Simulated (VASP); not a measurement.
Set up this calculation in VASP 6.6.1, as the native input.

- Task: single point
- Functional: PBE
- Potentials or basis: VASP PAW PBE potentials, release 64 (Ag, Br)
- Cutoff: 500 eV
- k mesh: 8 × 8 × 8
- Occupations: gaussian, width 0.014 eV
- Spin: no spin polarisation
- Dipole correction: no
- Further INCAR settings: ALGO = Normal; EDIFF = 1e-06; NBANDS = 16

The structure of AgBr lies in POSCAR:

```
AgBr
1.0
    0.0000000000      2.8701500000      2.8701500000
    2.8701500000      0.0000000000      2.8701500000
    2.8701500000      2.8701500000      0.0000000000
Ag Br
1 1
Direct
    0.0000000000      0.0000000000      0.0000000000
    0.5000000000      0.5000000000      0.5000000000
```

The input as run:

INCAR

```
SYSTEM = AgBr
PREC = Accurate
ENCUT = 500
EDIFF = 1E-6
ISMEAR = 0
SIGMA = 0.014
LREAL = .False.
LASPH = .True.
NELM = 120
ALGO = Normal
ISIF = 2
LWAVE = .False.
LCHARG = .False.
GGA = PE
NBANDS = 16
GGA_COMPAT = .False.
```

KPOINTS

```
Automatic mesh
0
Gamma
  8 8 8
  0 0 0
```

Potentials or basis: VASP PAW PBE potentials, release 64 (Ag, Br).

The run is started by

```console
$ cat potpaw_PBE.64/Ag/POTCAR potpaw_PBE.64/Br/POTCAR > POTCAR
$ mpirun -np 1 vasp_std > vasp.out
```

It gave:

- Pressure: 2.3 GPa
- Band gap on the k mesh: 0.67 eV, indirect (least direct gap 2.61 eV)

Run time: 34 s on 1 thread of Intel Xeon 8259CL, on a shared host, peak memory 0.18 GiB.
